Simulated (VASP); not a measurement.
# Pb (I4/mmm) in VASP: a series of runs

Runs on Pb. Level: PBE. Tasks: single point.

Everything below comes from runs of VASP 6.6.1. Logs are shortened: lines on timing, memory, paths and dates and some standing lists are left out, and cuts for length are marked.

### Step 1. The cell of the first run

It takes space group I4/mmm (No. 139, tetragonal). The conventional cell has a = 3.493 Å, b = 3.493 Å, c = 5.063 Å, α = 90.00°, β = 90.00°, γ = 90.00°. Pb (site symmetry 4/mmm) has 12 Pb at 3.49 to 3.54 Å within 4.6 Å.

### Step 2. Single point, PBE (strain +0.000 along x and y, +0.025 along z)

Contents of INCAR:

```
SYSTEM = Pb
ALGO = Fast ; EDIFF = 1E-6
ENCUT = 520 ; GGA = PE
ISIF = 2 ; ISMEAR = 0
LASPH = .True. ; LCHARG = .True.
LELF = .True. ; LREAL = .False.
LVHAR = .True. ; LWAVE = .False.
NBANDS = 13 ; NELM = 60
PREC = Accurate ; SIGMA = 0.15
```

Contents of KPOINTS:

```
k-points
0
Gamma
  16 16 16
  0 0 0
```

Contents of POSCAR:

```
Pb
1.0
    0.0000000000      2.4698000000      2.5315450000
    2.4698000000      0.0000000000      2.5315450000
    2.4698000000      2.4698000000      0.0000000000
Pb
1
Direct
    0.0000000000      0.0000000000      0.0000000000
```

Potentials or basis: VASP PAW PBE potentials, release 64 (Pb_d).

Started as:

```sh
$ cat potpaw_PBE.64/Pb_d/POTCAR > POTCAR
$ mpirun -np 1 vasp_std > vasp.out
```

OUTCAR:

```text
SYSTEM = Pb
   EDIFF = 1E-6
   ENCUT = 520
   GGA = PE
   ISIF = 2
   ISMEAR = 0
   LASPH = .True.
   LREAL = .False.
   NELM = 60
   PREC = Accurate

 ion  position               nearest neighbor table
   1  0.000  0.000  0.000-

  LATTYP: Found a body centered tetragonal cell.
 ALAT       =     3.4928246563
 C/A-ratio  =     1.4495689014

  Lattice vectors:

 A1 = (  -2.4698000000,   0.0000000000,   2.5315450000)
 A2 = (   2.4698000000,   0.0000000000,   2.5315450000)
 A3 = (   0.0000000000,   2.4698000000,  -2.5315450000)

Analysis of symmetry for initial positions (statically):
=====================================================================
 Subroutine PRICEL returns:
 Original cell was already a primitive cell.

 Routine SETGRP: Setting up the symmetry group for a
 body centered tetragonal supercell.

 Subroutine GETGRP returns: Found 16 space group operations
 (whereof 16 operations were pure point group operations)
 out of a pool of 16 trial point group operations.

The static configuration has the point symmetry D_4h.

Analysis of symmetry for dynamics (positions and initial velocities):
=====================================================================
 Subroutine PRICEL returns:
 Original cell was already a primitive cell.

 Routine SETGRP: Setting up the symmetry group for a
 body centered tetragonal supercell.

 Subroutine GETGRP returns: Found 16 space group operations
 (whereof 16 operations were pure point group operations)
 out of a pool of 16 trial point group operations.

The dynamic configuration has the point symmetry D_4h.

 Subroutine INISYM returns: Found 16 space group operations
 (whereof 16 operations are pure point group operations),
 and found     1 'primitive' translations

----------------------------------------------------------------------------------------

                                     Primitive cell

  volume of cell :      30.8844

  direct lattice vectors                    reciprocal lattice vectors
     0.000000000  2.469800000  2.531545000    -0.202445542  0.202445542  0.197507846
     2.469800000  0.000000000  2.531545000     0.202445542 -0.202445542  0.197507846
     2.469800000  2.469800000  0.000000000     0.202445542  0.202445542 -0.197507846

  length of vectors
     3.536754462  3.536754462  3.492824656     0.347818551  0.347818551  0.347818551

  position of ions in fractional coordinates (direct lattice)
     0.000000000  0.000000000  0.000000000

  ion indices of the primitive-cell ions
   primitive index   ion index
                 1           1

----------------------------------------------------------------------------------------

 KPOINTS: k-points

Automatic generation of k-mesh.
 Grid dimensions read from file:
 generate k-points for:   16   16   16

 Generating k-lattice:

  Cartesian coordinates                     Fractional coordinates (reciprocal lattice)
    -0.012652846  0.012652846  0.012344240     0.062500000  0.000000000  0.000000000
     0.012652846 -0.012652846  0.012344240     0.000000000  0.062500000  0.000000000
     0.012652846  0.012652846 -0.012344240     0.000000000  0.000000000  0.062500000

  Length of vectors
     0.021738659  0.021738659  0.021738659

  Shift w.r.t. Gamma in fractional coordinates (k-lattice)
     0.000000000  0.000000000  0.000000000

 Subroutine IBZKPT returns following result:
 ===========================================

 Found    349 irreducible k-points:

 Following reciprocal coordinates:
            Coordinates               Weight
  0.000000  0.000000  0.000000      1.000000
  0.062500 -0.000000  0.000000      8.000000
  0.125000 -0.000000  0.000000      8.000000
  0.187500 -0.000000  0.000000      8.000000
  0.250000 -0.000000  0.000000      8.000000
  0.312500  0.000000  0.000000      8.000000
[... 16 lines left out ...]
 -0.125000  0.062500  0.000000      8.000000
 -0.062500  0.062500  0.000000      4.000000
 [... further k-points ...]
   k-points           NKPTS =    349   k-points in BZ     NKDIM =    349   number of bands    NBANDS=     13
   number of dos      NEDOS =    301   number of ions     NIONS =      1
   total plane-waves  NPLWV =  21952
   dimension x,y,z NGX =    28 NGY =   28 NGZ =   28
   dimension x,y,z NGXF=    56 NGYF=   56 NGZF=   56
   ions per type =               1
   NGX,Y,Z   is equivalent  to a cutoff of  13.16, 13.16, 13.33 a.u.
   NGXF,Y,Z  is equivalent  to a cutoff of  26.32, 26.32, 26.65 a.u.
 SYSTEM =  Pb
   PREC   = accura    normal or accurate (medium, high low for compatibility)
   ISTART =      0    job   : 0-new  1-cont  2-samecut
   ICHARG =      2    charge: 1-file 2-atom 10-const
   ISPIN  =      1    spin polarized calculation?
   LNONCOLLINEAR =      F non collinear calculations
   LSORBIT =      F    spin-orbit coupling
   LASPH  =      T    aspherical Exc in radial PAW
   ENCUT  =  520.0 eV  38.22 Ry    6.18 a.u.   6.58  6.58  6.49*2*pi/ulx,y,z
   NELM   =     60;   NELMIN=  2; NELMDL= -5     # of ELM steps
   EDIFF  = 0.1E-05   stopping-criterion for ELM
   LREAL  =      F    real-space projection
   EDIFFG = 0.1E-04   stopping-criterion for IOM
   NSW    =      0    number of steps for IOM
   IBRION =     -1    ionic relax: 0-MD 1-quasi-New 2-CG
   NFREE  =      0    steps in history (QN), initial steepest desc. (CG)
   ISIF   =      2    stress and relaxation
   ISYM   =      2    0-nonsym 1-usesym 2-fastsym
   POTIM  = 0.5000    time-step for ionic-motion
   TEBEG  =    0.0;   TEEND  =   0.0 temperature during run
   PSTRESS=    0.0 pullay stress
   NELECT =      14.0000    total number of electrons
   NUPDOWN=      -1.0000    fix difference up-down
   EMIN   =  10.00;   EMAX   =-10.00  energy-range for DOS
   EFERMI =   0.00;   METHOD = LEGACY
   ISMEAR =     0;   SIGMA  =   0.15  broadening in eV -4-tet -1-fermi 0-gaus
   EFERMI_NEDOS =   21; number of points for ismear=-14 and -15
   IALGO  =     68    algorithm
   IMIX   =      4    mixing-type and parameters
     AMIX     =   0.40;   BMIX     =  1.00
     AMIX_MAG =   1.60;   BMIX_MAG =  1.00
  volume/ion in A,a.u.               =      30.88       208.42
  Fermi-wavevector in a.u.,A,eV,Ry     =   1.257586  2.376493 21.517928  1.581523
  Thomas-Fermi vector in A             =   2.391238
   LORBIT       =      0    0 simple, 1 ext, 2 COOP (PROOUT), +10 PAW based schemes
   GGA     = PE    functional components
   LHFCALC =     F    Hartree Fock is set to
   AEXX    =    0.0000 exact exchange contribution
   IVDW    =     0    specifies the selected vdW correction
   LEPSILON=     F    determine dielectric tensor
   LRPA    =     F    only Hartree local field effects (RPA)
 non-spin polarized calculation
 RMM-DIIS sequential band-by-band and
 Gauss-broadening in eV      SIGMA  =   0.15
  energy-cutoff  :      520.00
  volume of cell :       30.88
 maximum number of plane-waves:       869
   NGX = 13   NGY = 13   NGZ = 13

 number of electron      14.0000001 magnetization

 Free energy of the ion-electron system (eV)
  ---------------------------------------------------
  ext. energy  EPLUGINS =         0.00000000
  ---------------------------------------------------
  free energy    TOTEN  =        -3.56246993 eV

  energy without entropy =       -3.55764177  energy(sigma->0) =       -3.56005585

 E-fermi :   7.1273     XC(G=0): -10.0975

 val. band max:        7.1138988375   @ k =  -0.4375   0.1875   0.3750
 cond. band min:       7.1594556575   @ k =  -0.3125   0.0000   0.2500
 fundamental gap:      0.0455568200
 Fermi energy:         7.1273447290

 k-point     1 :       0.0000    0.0000    0.0000
  band No.  band energies     occupation
      1     -10.0057      2.00000
      2      -9.9750      2.00000
      3      -9.9750      2.00000
      4      -9.8661      2.00000
      5      -9.8408      2.00000
      6      -4.5543      2.00000
      7      14.3384      0.00000
      8      14.3384      0.00000
      9      14.3769      0.00000
     10      16.8354      0.00000
     11      18.1862      0.00000
     12      19.4211      0.00000
     13      19.4474      0.00000

 k-point     2 :       0.0625   -0.0000    0.0000
  band No.  band energies     occupation
      1     -10.0016      2.00000
      2      -9.9735      2.00000
      3      -9.9697      2.00000
      4      -9.8660      2.00000
      5      -9.8416      2.00000
      6      -4.4805      2.00000
      7      13.4113      0.00000
      8      14.2566      0.00000
      9      14.2579      0.00000
     10      16.6306      0.00000
     11      18.6385      0.00000
     12      19.5894      0.00000
     13      19.6078      0.00000

 k-point     3 :       0.1250   -0.0000    0.0000
  band No.  band energies     occupation
      1      -9.9941      2.00000
      2      -9.9681      2.00000
      3      -9.9565      2.00000
      4      -9.8632      2.00000
      5      -9.8422      2.00000
      6      -4.2590      2.00000
      7      11.5980      0.00000
      8      13.9775      0.00000
      9      14.0403      0.00000
     10      16.3512      0.00000
     11      19.3759      0.00000
     12      19.8553      0.00000
     13      20.0688      0.00000

 k-point     4 :       0.1875   -0.0000    0.0000
  band No.  band energies     occupation
      1      -9.9911      2.00000
      2      -9.9614      2.00000
      3      -9.9436      2.00000
      4      -9.8502      2.00000
      5      -9.8359      2.00000
      6      -3.8908      2.00000
      7       9.6651      0.00000
      8      13.6062      0.00000
      9      13.7513      0.00000
     10      16.1269      0.00000
     11      19.0896      0.00000
     12      19.8948      0.00000
     13      20.2630      0.00000

 k-point     5 :       0.2500   -0.0000    0.0000
  band No.  band energies     occupation
      1      -9.9932      2.00000
      2      -9.9619      2.00000
      3      -9.9402      2.00000
      4      -9.8223      2.00000
      5      -9.8164      2.00000
      6      -3.3807      2.00000
      7       7.8037      0.00000
      8      13.2172      0.00000
      9      13.4467      0.00000
     10      15.9837      0.00000
     11      18.3391      0.00000
     12      19.2394      0.00000
     13      19.5693      0.00000
[... 257 lines left out ...]
 k-point    22 :      -0.1875    0.0625    0.0000
  band No.  band energies     occupation
      1      -9.9866      2.00000
      2      -9.9610      2.00000
      3      -9.9362      2.00000
      4      -9.8493      2.00000
      5      -9.8255      2.00000
      6      -3.6613      2.00000
      7       9.0015      0.00000
      8      12.2679      0.00000
      9      14.1680      0.00000
     10      16.5663      0.00000
     11      18.6698      0.00000
     12      19.4505      0.00000
     13      20.0292      0.00000

 k-point    23 :      -0.1250    0.0625    0.0000
  band No.  band energies     occupation
      1      -9.9832      2.00000
      2      -9.9689      2.00000
      3      -9.9488      2.00000
      4      -9.8538      2.00000
      5      -9.8479      2.00000
      6      -4.0805      2.00000
      7      10.8584      0.00000
      8      12.7478      0.00000
      9      14.3991      0.00000
     10      16.6214      0.00000
     11      19.1554      0.00000
     12      19.6826      0.00000
     13      19.7473      0.00000

 k-point    24 :      -0.0625    0.0625    0.0000
  band No.  band energies     occupation
      1      -9.9857      2.00000
      2      -9.9789      2.00000
      3      -9.9634      2.00000
      4      -9.8595      2.00000
      5      -9.8483      2.00000
      6      -4.3542      2.00000
      7      12.5182      0.00000
      8      13.4281      0.00000
      9      14.4334      0.00000
     10      16.5948      0.00000
     11      18.8177      0.00000
     12      19.5373      0.00000
     13      20.5846      0.00000

 [... further k-points ...]

------------------------ aborting loop because EDIFF is reached ----------------------------------------

  FORCE on cell =-STRESS in cart. coord.  units (eV):
  Direction    XX          YY          ZZ          XY          YZ          ZX
  --------------------------------------------------------------------------------------
  -------------------------------------------------------------------------------------
  Total        0.2980358      0.2980358      0.2230243      0.0000000     -0.0000000     -0.0000000
  in kB       15.4610792     15.4610792     11.5697373      0.0000000     -0.0000000     -0.0000000
  external PRESSURE =      14.1639652 kB  Pullay stress =       0.0000000 kB

 VOLUME and BASIS-vectors are now :
 -----------------------------------------------------------------------------
  energy-cutoff  :      520.00
  volume of cell :       30.88
      direct lattice vectors                 reciprocal lattice vectors
     0.000000000  2.469800000  2.531545000    -0.202445542  0.202445542  0.197507846
     2.469800000  0.000000000  2.531545000     0.202445542 -0.202445542  0.197507846
     2.469800000  2.469800000  0.000000000     0.202445542  0.202445542 -0.197507846

 POSITION                                       TOTAL-FORCE (eV/Angst)
 -----------------------------------------------------------------------------------
      0.00000      0.00000      0.00000        -0.000000      0.000000      0.000000
 -----------------------------------------------------------------------------------
    total drift:                               -0.000000     -0.000000     -0.000000

  FREE ENERGIE OF THE ION-ELECTRON SYSTEM (eV)
  ---------------------------------------------------
  free  energy   TOTEN  =        -3.5624699332 eV

  energy  without entropy=       -3.5576417691  energy(sigma->0) =       -3.56005585
```

Run time: 4.1 min. Hardware: 1 thread of Intel Xeon 8259CL, shared host; peak memory 0.26 GiB.

What came out:

| Quantity | Value |
| --- | --- |
| Free energy | -3.5625 eV |
| Pressure | 1.4 GPa |
| Band gap on the k mesh | zero (bands 7 and 8 overlap by 9.00 eV) |

Caveat: the cell differs from its parent crystal (strain +0.000 along x and y, +0.025 along z); spin-orbit coupling is left out, which moves the levels of the heavy elements.

### Step 3. Single point, PBE (strain +0.000 along x and y, +0.050 along z)

Contents of INCAR:

```
PREC = Accurate ; ENCUT = 520
EDIFF = 1E-6 ; ISMEAR = 0
SIGMA = 0.15 ; LREAL = False
LASPH = True ; NELM = 100
ALGO = Fast ; ISIF = 2
LWAVE = False ; LCHARG = False
GGA = PE ; NBANDS = 13
```

Contents of KPOINTS:

```
regular mesh
0
Gamma
  16 16 16
```

Contents of POSCAR:

```
Pb
1.0
    0.0000000000      2.4698000000      2.5932900000
    2.4698000000      0.0000000000      2.5932900000
    2.4698000000      2.4698000000      0.0000000000
Pb
1
Direct
    0.0000000000      0.0000000000      0.0000000000
```

Potentials or basis: VASP PAW PBE potentials, release 64 (Pb_d).

Started as:

```sh
$ cat potpaw_PBE.64/Pb_d/POTCAR > POTCAR
$ mpirun -np 1 vasp_std > vasp.out
```

Wall time 4 min (1 thread of Intel Xeon 8259CL, shared host); peak memory 0.26 GiB.

Results (log left out):

| Item | Value |
| --- | --- |
| Free energy | -3.5651 eV |
| Pressure | 0.4 GPa |
| Band gap on the k mesh | zero (bands 7 and 8 overlap by 8.80 eV) |

Stress tensor (GPa, compression positive):
```
 0.62  0.00  0.00
 0.00  0.62  0.00
 0.00  0.00 -0.08
```

Levels at points of the mesh, in eV from the Fermi level:
```
           k point  band 5  band 6  band 7  band 8  band 9  band 10
(0.00, 0.00, 0.00)  -16.93  -11.51    7.04    7.04    7.09     9.73
(0.50, 0.00, 0.00)  -16.83   -8.12   -4.03    4.89    5.71     8.89
(0.50, 0.50, 0.00)  -16.81   -7.16   -3.37    2.36    2.36     5.59
(0.50, 0.00, 0.50)  -16.78   -6.64   -3.01    1.63    1.96     5.07
```

Caveat: the cell differs from its parent crystal (strain +0.000 along x and y, +0.050 along z); spin-orbit coupling is left out, which moves the levels of the heavy elements.
